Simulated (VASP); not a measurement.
Input of a VASP 6.6.1 run:

File INCAR:

```
SYSTEM = MoSe3
PREC = Accurate
ENCUT = 520
EDIFF = 1E-7
ISMEAR = 0
SIGMA = 0.1
LREAL = .False.
LASPH = .True.
NELM = 150
ALGO = Normal
ISIF = 2
LWAVE = .False.
LCHARG = .False.
ISPIN = 2
MAGMOM = 1 0 0 0
LORBIT = 11
LMAXMIX = 4
GGA = PE
NBANDS = 28
```

File KPOINTS:

```
Automatic mesh
0
Gamma
  4 4 4
  0 0 0
```

POSCAR

```
MoSe3
1.0
    4.4978242131      0.0000000000      0.0000000000
    0.0000000000      4.4978242131      0.0000000000
    0.0000000000      0.0000000000      4.4978242131
Mo Se
1 3
Direct
    0.0000000000      0.0000000000      0.0000000000
    0.0000000000      0.5000000000      0.5000000000
    0.5000000000      0.0000000000      0.5000000000
    0.5000000000      0.5000000000      0.0000000000
```

Potentials or basis: VASP PAW PBE potentials, release 64 (Mo_sv, Se).

Launch:

```console
$ cat potpaw_PBE.64/Mo_sv/POTCAR potpaw_PBE.64/Se/POTCAR > POTCAR
$ mpirun -np 1 vasp_std > vasp.out
```

(1) What does it give for the net moment?

(2) Estimate the pressure.

## Answers

(1) -0.08 μB per cell.

(2) -12.4 GPa.

Caveat: the cell stands under tension.
